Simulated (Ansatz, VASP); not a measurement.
**Ti3Al5 in VASP and in Ansatz**

```
Ti Al
1.0
     4.09320    0.00000    0.00000
     0.00000    4.09320    0.00000
     0.00000    0.00000    8.74118
Ti Al
3 5
Direct
  0.00000 0.00000 0.50000
  0.50000 0.50000 0.00000
  0.50000 0.50000 0.50000
  0.00000 0.50000 0.25133
  0.00000 0.50000 0.74867
  0.50000 0.00000 0.25133
  0.50000 0.00000 0.74867
  0.00000 0.00000 0.00000
```

Change from the starting cell: strain +0.050 along x and y, +0.050 along z, atoms carried along.

Alike in both runs: task single point; functional r2SCAN; k mesh 10 × 10 × 6; occupations gaussian, width 0.15 eV; no spin polarisation.

|  | VASP | Ansatz |
| --- | --- | --- |
| version | VASP 6.6.1 | Ansatz 0.2.0 |
| potentials or method | VASP PAW PBE potentials, release 64 (Ti_sv, Al), cutoff 520 eV | scalar-relativistic, plane waves, PAW |
| valence electrons in the cell | 51 | 51 |

```tsv
	VASP	Ansatz	Ansatz less VASP
gap on the k mesh at the Fermi level (eV)	none	none	-
pressure (GPa)	-12.9	-12.9	+0.02
rms of the force components (eV/Å)	0.056	0.060	+0.0035
```

VASP's potentials were made for PBE, not for r2SCAN. Atom by atom the forces differ by 0.003 eV/Å (rms over components). A gap of «none» marks a metal or a gap that the smearing closes.
